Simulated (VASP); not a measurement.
# WS2 in VASP: a series of runs

The runs below take WS2 through single point, with r2SCAN.

All numbers are computed with VASP 6.6.1; they aren't measurements. Logs are shortened: lines on timing, memory, paths and dates and some standing lists are left out, and cuts for length are marked.

## (1) The cell of the first run

The cell holds a slab with vacuum, 6 atoms: a = 3.181 Å, b = 3.181 Å, c = 33.901 Å, α = 90.00°, β = 90.00°, γ = 120.00°.

## (2) Single point, r2SCAN (atoms displaced along a vibrational mode)

File POSCAR:

```
WS2
1.0
    3.1810954022      0.0000000000      0.0000000000
   -1.5905477011      2.7549094302      0.0000000000
    0.0000000000      0.0000000000     33.9014800071
W S
2 4
Direct
    0.3333333333      0.6666666667      0.0000000000
    0.3333333333      0.6666666667      0.5000000000
    0.7017286479      0.3590004850      0.4540112451
    0.6666666667      0.3333333333      0.9540112451
    0.6666666667      0.3333333333      0.0459887549
    0.6316046855      0.3076661817      0.5459887549
```

File INCAR.step1:

```
SYSTEM = WS2
PREC = Accurate
ENCUT = 520
ISMEAR = 0
SIGMA = 0.05
LREAL = .False.
LASPH = .True.
NELM = 100
NBANDS = 35
GGA = PE
ALGO = Normal
EDIFF = 1E-4
LWAVE = .True.
LCHARG = .False.
```

File INCAR.step2:

```
SYSTEM = WS2
PREC = Accurate
ENCUT = 520
EDIFF = 1E-6
ISMEAR = 0
SIGMA = 0.05
LREAL = .False.
LASPH = .True.
NELM = 100
ALGO = Normal
ISIF = 2
LWAVE = .False.
LCHARG = .False.
METAGGA = R2SCAN
LMIXTAU = .True.
NBANDS = 35
ISTART = 1
```

File KPOINTS:

```
Automatic mesh
0
Gamma
  12 12 1
  0 0 0
```

Potentials or basis: VASP PAW PBE potentials, release 64 (W_sv, S).

Started as:

```sh
$ cat potpaw_PBE.64/W_sv/POTCAR potpaw_PBE.64/S/POTCAR > POTCAR
$ cp INCAR.step1 INCAR
$ mpirun -np 1 vasp_std > vasp.out
$ cp INCAR.step2 INCAR
$ mpirun -np 1 vasp_std > vasp.out
```

OUTCAR:

```text
SYSTEM = WS2
   PREC = Accurate
   ENCUT = 520
   EDIFF = 1E-6
   ISMEAR = 0
   LREAL = .False.
   LASPH = .True.
   NELM = 100
   ISIF = 2
   METAGGA = R2SCAN
   ISTART = 1

 ion  position               nearest neighbor table
   1  0.333  0.667  0.000-   4 2.41   5 2.41   4 2.41   5 2.41   4 2.41   5 2.41
   2  0.333  0.667  0.500-   3 2.34   6 2.36   6 2.39   3 2.43   3 2.46   6 2.48
   3  0.702  0.359  0.454-   2 2.34   2 2.43   2 2.46
   4  0.667  0.333  0.954-   1 2.41   1 2.41   1 2.41
   5  0.667  0.333  0.046-   1 2.41   1 2.41   1 2.41
   6  0.632  0.308  0.546-   2 2.36   2 2.39   2 2.48

  LATTYP: Found a hexagonal cell.
 ALAT       =     3.1810954022
 C/A-ratio  =    10.6571717351

  Lattice vectors:

 A1 = (   3.1810954022,   0.0000000000,   0.0000000000)
 A2 = (  -1.5905477011,   2.7549094302,   0.0000000000)
 A3 = (   0.0000000000,   0.0000000000,  33.9014800071)

Analysis of symmetry for initial positions (statically):
=====================================================================
 Subroutine PRICEL returns:
 Original cell was already a primitive cell.

 Routine SETGRP: Setting up the symmetry group for a
 hexagonal supercell.

 Subroutine GETGRP returns: Found  1 space group operations
 (whereof  1 operations were pure point group operations)
 out of a pool of 24 trial point group operations.

The static configuration has the point symmetry C_1 .

Analysis of symmetry for dynamics (positions and initial velocities):
=====================================================================
 Subroutine PRICEL returns:
 Original cell was already a primitive cell.

 Routine SETGRP: Setting up the symmetry group for a
 hexagonal supercell.

 Subroutine GETGRP returns: Found  1 space group operations
 (whereof  1 operations were pure point group operations)
 out of a pool of 24 trial point group operations.

The dynamic configuration has the point symmetry C_1 .

 Subroutine INISYM returns: Found  1 space group operations
 (whereof  1 operations are pure point group operations),
 and found     1 'primitive' translations

----------------------------------------------------------------------------------------

                                     Primitive cell

  volume of cell :     297.1000

  direct lattice vectors                    reciprocal lattice vectors
     3.181095402  0.000000000  0.000000000     0.314357123  0.181494170  0.000000000
    -1.590547701  2.754909430  0.000000000     0.000000000  0.362988340  0.000000000
     0.000000000  0.000000000 33.901480007     0.000000000  0.000000000  0.029497237

  length of vectors
     3.181095402  3.181095402 33.901480007     0.362988340  0.362988340  0.029497237

  position of ions in fractional coordinates (direct lattice)
     0.333333333  0.666666667  0.000000000
     0.333333333  0.666666667  0.500000000
     0.701728648  0.359000485  0.454011245
     0.666666667  0.333333333  0.954011245
     0.666666667  0.333333333  0.045988755
     0.631604686  0.307666182  0.545988755

  ion indices of the primitive-cell ions
   primitive index   ion index
                 1           1
                 2           2
                 3           3
                 4           4
                 5           5
                 6           6

----------------------------------------------------------------------------------------

 KPOINTS: Automatic mesh

Automatic generation of k-mesh.
 Grid dimensions read from file:
 generate k-points for:   12   12    1

 Generating k-lattice:

  Cartesian coordinates                     Fractional coordinates (reciprocal lattice)
     0.026196427  0.015124514  0.000000000     0.083333333  0.000000000  0.000000000
     0.000000000  0.030249028  0.000000000     0.000000000  0.083333333  0.000000000
     0.000000000  0.000000000  0.029497237     0.000000000  0.000000000  1.000000000

  Length of vectors
     0.030249028  0.030249028  0.029497237

  Shift w.r.t. Gamma in fractional coordinates (k-lattice)
     0.000000000  0.000000000  0.000000000

 Subroutine IBZKPT returns following result:
 ===========================================

 Found     74 irreducible k-points:

 Following reciprocal coordinates:
            Coordinates               Weight
  0.000000  0.000000  0.000000      1.000000
  0.083333 -0.000000  0.000000      2.000000
  0.000000  0.083333  0.000000      2.000000
 -0.083333  0.083333  0.000000      2.000000
  0.166667  0.000000  0.000000      2.000000
  0.000000  0.166667  0.000000      2.000000
[... 16 lines left out ...]
  0.166667  0.083333  0.000000      2.000000
 -0.083333  0.250000  0.000000      2.000000
 [... further k-points ...]
   k-points           NKPTS =     74   k-points in BZ     NKDIM =     74   number of bands    NBANDS=     35
   number of dos      NEDOS =    301   number of ions     NIONS =      6
   total plane-waves  NPLWV = 145152
   dimension x,y,z NGX =    24 NGY =   24 NGZ =  252
   dimension x,y,z NGXF=    48 NGYF=   48 NGZF=  504
   ions per type =               2   4
   NGX,Y,Z   is equivalent  to a cutoff of  12.54, 12.54, 12.36 a.u.
   NGXF,Y,Z  is equivalent  to a cutoff of  25.09, 25.09, 24.72 a.u.
 SYSTEM =  WS2
   PREC   = accura    normal or accurate (medium, high low for compatibility)
   ISTART =      1    job   : 0-new  1-cont  2-samecut
   ICHARG =      0    charge: 1-file 2-atom 10-const
   ISPIN  =      1    spin polarized calculation?
   LNONCOLLINEAR =      F non collinear calculations
   LSORBIT =      F    spin-orbit coupling
   LASPH  =      T    aspherical Exc in radial PAW
   ENCUT  =  520.0 eV  38.22 Ry    6.18 a.u.   5.91  5.91 63.03*2*pi/ulx,y,z
   NELM   =    100;   NELMIN=  2; NELMDL=  0     # of ELM steps
   EDIFF  = 0.1E-05   stopping-criterion for ELM
   LREAL  =      F    real-space projection
   EDIFFG = 0.1E-04   stopping-criterion for IOM
   NSW    =      0    number of steps for IOM
   IBRION =     -1    ionic relax: 0-MD 1-quasi-New 2-CG
   NFREE  =      0    steps in history (QN), initial steepest desc. (CG)
   ISIF   =      2    stress and relaxation
   ISYM   =      2    0-nonsym 1-usesym 2-fastsym
   POTIM  = 0.5000    time-step for ionic-motion
   TEBEG  =    0.0;   TEEND  =   0.0 temperature during run
   PSTRESS=    0.0 pullay stress
   NELECT =      52.0000    total number of electrons
   NUPDOWN=      -1.0000    fix difference up-down
   EMIN   =  10.00;   EMAX   =-10.00  energy-range for DOS
   EFERMI =   0.00;   METHOD = LEGACY
   ISMEAR =     0;   SIGMA  =   0.05  broadening in eV -4-tet -1-fermi 0-gaus
   EFERMI_NEDOS =   21; number of points for ismear=-14 and -15
   IALGO  =     38    algorithm
   IMIX   =      4    mixing-type and parameters
     AMIX     =   0.40;   BMIX     =  1.00
     AMIX_MAG =   1.60;   BMIX_MAG =  1.00
  volume/ion in A,a.u.               =      49.52       334.15
  Fermi-wavevector in a.u.,A,eV,Ry     =   0.915746  1.730509 11.409721  0.838591
  Thomas-Fermi vector in A             =   2.040523
   LORBIT       =      0    0 simple, 1 ext, 2 COOP (PROOUT), +10 PAW based schemes
   METAGGA = R2SCAN    functional components
   LHFCALC =     F    Hartree Fock is set to
   AEXX    =    0.0000 exact exchange contribution
   IVDW    =     0    specifies the selected vdW correction
   LEPSILON=     F    determine dielectric tensor
   LRPA    =     F    only Hartree local field effects (RPA)
 non-spin polarized calculation
 Gauss-broadening in eV      SIGMA  =   0.05
  energy-cutoff  :      520.00
  volume of cell :      297.10
 maximum number of plane-waves:      8051
   NGX = 11   NGY = 11   NGZ =127

 number of electron      51.9999996 magnetization

 Free energy of the ion-electron system (eV)
  ---------------------------------------------------
  ext. energy  EPLUGINS =         0.00000000
  ---------------------------------------------------
  free energy    TOTEN  =      -139.97897357 eV

  energy without entropy =     -139.97897357  energy(sigma->0) =     -139.97897357

 E-fermi :  -0.9775     XC(G=0):  -4.5959

 val. band max:       -1.3568800898   @ k =   0.0000   0.0000   0.0000
 cond. band min:       0.5254065806   @ k =   0.3333   0.3333   0.0000
 fundamental gap:      1.8822866704
 Fermi energy:        -0.9774693169

 k-point     1 :       0.0000    0.0000    0.0000
  band No.  band energies     occupation
      1     -77.3522      2.00000
      2     -77.3500      2.00000
      3     -40.9429      2.00000
      4     -40.9400      2.00000
      5     -40.7898      2.00000
      6     -40.7866      2.00000
[... 27 lines left out ...]
     34       2.0090      0.00000
     35       4.2064      0.00000

 k-point     2 :       0.0833   -0.0000    0.0000
  band No.  band energies     occupation
      1     -77.3509      2.00000
      2     -77.3487      2.00000
      3     -40.9384      2.00000
      4     -40.9355      2.00000
      5     -40.8142      2.00000
      6     -40.8108      2.00000
[... 27 lines left out ...]
     34       2.0786      0.00000
     35       4.4638      0.00000

 k-point     3 :       0.0000    0.0833    0.0000
  band No.  band energies     occupation
      1     -77.3509      2.00000
      2     -77.3487      2.00000
      3     -40.9384      2.00000
      4     -40.9355      2.00000
      5     -40.8129      2.00000
      6     -40.8108      2.00000
[... 27 lines left out ...]
     34       2.0334      0.00000
     35       4.4646      0.00000

 k-point     4 :      -0.0833    0.0833    0.0000
  band No.  band energies     occupation
      1     -77.3509      2.00000
      2     -77.3487      2.00000
      3     -40.9384      2.00000
      4     -40.9355      2.00000
      5     -40.8115      2.00000
      6     -40.8108      2.00000
[... 27 lines left out ...]
     34       1.9749      0.00000
     35       4.4654      0.00000

 k-point     5 :       0.1667    0.0000    0.0000
  band No.  band energies     occupation
      1     -77.3474      2.00000
      2     -77.3452      2.00000
      3     -40.9261      2.00000
      4     -40.9232      2.00000
      5     -40.8807      2.00000
      6     -40.8774      2.00000
[... 638 lines left out ...]
 k-point    22 :      -0.1667    0.0833    0.0000
  band No.  band energies     occupation
      1     -77.3485      2.00000
      2     -77.3463      2.00000
      3     -40.9300      2.00000
      4     -40.9271      2.00000
      5     -40.8572      2.00000
      6     -40.8551      2.00000
[... 27 lines left out ...]
     34       2.3602      0.00000
     35       4.7902      0.00000

 k-point    23 :       0.1667    0.0833    0.0000
  band No.  band energies     occupation
      1     -77.3444      2.00000
      2     -77.3421      2.00000
      3     -40.9339      2.00000
      4     -40.9301      2.00000
      5     -40.9151      2.00000
      6     -40.9124      2.00000
[... 27 lines left out ...]
     34       2.9609      0.00000
     35       5.3261      0.00000

 k-point    24 :      -0.0833    0.2500    0.0000
  band No.  band energies     occupation
      1     -77.3444      2.00000
      2     -77.3421      2.00000
      3     -40.9316      2.00000
      4     -40.9301      2.00000
      5     -40.9151      2.00000
      6     -40.9124      2.00000
[... 27 lines left out ...]
     34       2.9137      0.00000
     35       5.3270      0.00000

 [... further k-points ...]
[... 5 lines left out ...]
  --------------------------------------------------------------------------------------
  -------------------------------------------------------------------------------------
  Total        0.2965034      0.2959669      0.4933251      0.0118157      2.2628914      2.2628884
  in kB        1.5989599      1.5960667      2.6603644      0.0637190     12.2031407     12.2031246
  external PRESSURE =       1.9517970 kB  Pullay stress =       0.0000000 kB

 VOLUME and BASIS-vectors are now :
 -----------------------------------------------------------------------------
  energy-cutoff  :      520.00
  volume of cell :      297.10
      direct lattice vectors                 reciprocal lattice vectors
     3.181095402  0.000000000  0.000000000     0.314357123  0.181494170  0.000000000
    -1.590547701  2.754909430  0.000000000     0.000000000  0.362988340  0.000000000
     0.000000000  0.000000000 33.901480007     0.000000000  0.000000000  0.029497237

 POSITION                                       TOTAL-FORCE (eV/Angst)
 -----------------------------------------------------------------------------------
     -0.00000      1.83661      0.00000        -0.000005      0.000005     -0.000009
     -0.00000      1.83661     16.95074         0.167012      0.000014      0.013920
      1.66126      0.98901     15.39165        -0.809183     -0.725738     -0.158231
      1.59055      0.91830     32.34239         0.000012      0.000003     -0.021766
      1.59055      0.91830      1.55909        -0.000008     -0.000023      0.021749
      1.51984      0.84759     18.50983         0.642172      0.725739      0.144336
 -----------------------------------------------------------------------------------
    total drift:                               -0.000013      0.000066      0.000043

  FREE ENERGIE OF THE ION-ELECTRON SYSTEM (eV)
  ---------------------------------------------------
  free  energy   TOTEN  =      -139.9789735731 eV

  energy  without entropy=     -139.9789735731  energy(sigma->0) =     -139.97897357
```

It took 2.6 h on 1 thread of Oxide Virtual Turin-like, shared host; peak memory 0.79 GiB.

What came out:

| Quantity | Value |
| --- | --- |
| Free energy | -139.9790 eV |
| Largest force | 1.098 eV/Å |
| Band gap on the k mesh | 1.88 eV |

Forces in eV/Å, atoms in the order of the input:
```
W    0.000  0.000  0.000
W    0.167  0.000  0.014
S   -0.809 -0.726 -0.158
S    0.000  0.000 -0.022
S    0.000  0.000  0.022
S    0.642  0.726  0.144
```

Caveat: the cell differs from its parent crystal (atoms displaced along a vibrational mode); there is no dipole correction, which matters where the two faces differ; the PAW data sets were made with another functional, which shifts forces and pressure a little; spin-orbit coupling is left out, which moves the levels of the heavy elements.

## (3) Single point, r2SCAN (atoms displaced along a vibrational mode)

Changes to POSCAR since step 2:

```diff
@@ -10,5 +10,5 @@
     0.3333333333      0.6666666667      0.5000000000
-    0.7017286479      0.3590004850      0.4540112451
+    0.6403701808      0.3140829696      0.4540112451
     0.6666666667      0.3333333333      0.9540112451
     0.6666666667      0.3333333333      0.0459887549
-    0.6316046855      0.3076661817      0.5459887549
+    0.6929631526      0.3525836971      0.5459887549
```

INCAR.step1 is that of step 2.

Changes to INCAR.step2 since step 2:

```diff
@@ -12,5 +12,7 @@
 LWAVE = .False.
-LCHARG = .False.
+LCHARG = .True.
 METAGGA = R2SCAN
 LMIXTAU = .True.
+LELF = .True.
+LVHAR = .True.
 NBANDS = 35
```

File KPOINTS:

```
regular mesh
0
Gamma
  12 12 1
  0 0 0
```

Potentials or basis: VASP PAW PBE potentials, release 64 (W_sv, S).

Started as:

```sh
$ cat potpaw_PBE.64/W_sv/POTCAR potpaw_PBE.64/S/POTCAR > POTCAR
$ cp INCAR.step1 INCAR
$ mpirun -np 1 vasp_std > vasp.out
$ cp INCAR.step2 INCAR
$ mpirun -np 1 vasp_std > vasp.out
```

OUTCAR:

```text
SYSTEM = WS2
   PREC = Accurate
   ENCUT = 520
   EDIFF = 1E-6
   ISMEAR = 0
   LREAL = .False.
   LASPH = .True.
   NELM = 100
   ISIF = 2
   METAGGA = R2SCAN
   ISTART = 1

 ion  position               nearest neighbor table
   1  0.333  0.667  0.000-   4 2.41   5 2.41   4 2.41   5 2.41   4 2.41   5 2.41
   2  0.333  0.667  0.500-   6 2.35   3 2.37   3 2.40   6 2.43   6 2.45   3 2.46
   3  0.640  0.314  0.454-   2 2.37   2 2.40   2 2.46
   4  0.667  0.333  0.954-   1 2.41   1 2.41   1 2.41
   5  0.667  0.333  0.046-   1 2.41   1 2.41   1 2.41
[... 1120 lines left out ...]
  -------------------------------------------------------------------------------------
  Total        0.2340706      0.2340639      0.3167936      0.0067508     -1.6987130     -1.6987236
  in kB        1.2622773      1.2622410      1.7083792      0.0364053     -9.1606844     -9.1607415
  external PRESSURE =       1.4109658 kB  Pullay stress =       0.0000000 kB

 VOLUME and BASIS-vectors are now :
 -----------------------------------------------------------------------------
  energy-cutoff  :      520.00
  volume of cell :      297.10
      direct lattice vectors                 reciprocal lattice vectors
     3.181095402  0.000000000  0.000000000     0.314357123  0.181494170  0.000000000
    -1.590547701  2.754909430  0.000000000     0.000000000  0.362988340  0.000000000
     0.000000000  0.000000000 33.901480007     0.000000000  0.000000000  0.029497237

 POSITION                                       TOTAL-FORCE (eV/Angst)
 -----------------------------------------------------------------------------------
     -0.00000      1.83661      0.00000         0.000010     -0.000021      0.000004
     -0.00000      1.83661     16.95074         0.094027     -0.000008     -0.005886
      1.53751      0.86527     15.39165         0.497786      0.544723     -0.091883
      1.59055      0.91830     32.34239        -0.000025     -0.000021     -0.021790
      1.59055      0.91830      1.55909         0.000005      0.000005      0.021803
      1.64358      0.97134     18.50983        -0.591803     -0.544678      0.097752
 -----------------------------------------------------------------------------------
    total drift:                                0.000062      0.000054     -0.000032

  FREE ENERGIE OF THE ION-ELECTRON SYSTEM (eV)
  ---------------------------------------------------
  free  energy   TOTEN  =      -140.0238905759 eV

  energy  without entropy=     -140.0238905759  energy(sigma->0) =     -140.02389058
```

OUTCAR.step1:

```text
SYSTEM = WS2
   PREC = Accurate
   ENCUT = 520
   ISMEAR = 0
   LREAL = .False.
   LASPH = .True.
   NELM = 100
[... 1148 lines left out ...]
      1.59055      0.91830     32.34239         0.000003      0.000006     -0.286277
      1.59055      0.91830      1.55909        -0.000005     -0.000001      0.286285
      1.64358      0.97134     18.50983        -0.581344     -0.534442      0.360909
 -----------------------------------------------------------------------------------
    total drift:                                0.000044      0.000007     -0.000036

  FREE ENERGIE OF THE ION-ELECTRON SYSTEM (eV)
  ---------------------------------------------------
  free  energy   TOTEN  =       -47.2834756092 eV

  energy  without entropy=      -47.2834756092  energy(sigma->0) =      -47.28347561
```

Run time: 2.6 h. Hardware: 1 thread of Oxide Virtual Turin-like, shared host; peak memory 0.79 GiB.

Results:

| Property | Result |
| --- | --- |
| Free energy | -140.0239 eV |
| Largest force | 0.810 eV/Å |
| Band gap on the k mesh | 1.89 eV |

Forces on the atoms (eV/Å):
```
W    0.000  0.000  0.000
W    0.094  0.000 -0.006
S    0.498  0.545 -0.092
S    0.000  0.000 -0.022
S    0.000  0.000  0.022
S   -0.592 -0.545  0.098
```

Caveat: the cell differs from its parent crystal (atoms displaced along a vibrational mode); there is no dipole correction, which matters where the two faces differ; the PAW data sets were made with another functional, which shifts forces and pressure a little; spin-orbit coupling is left out, which moves the levels of the heavy elements.
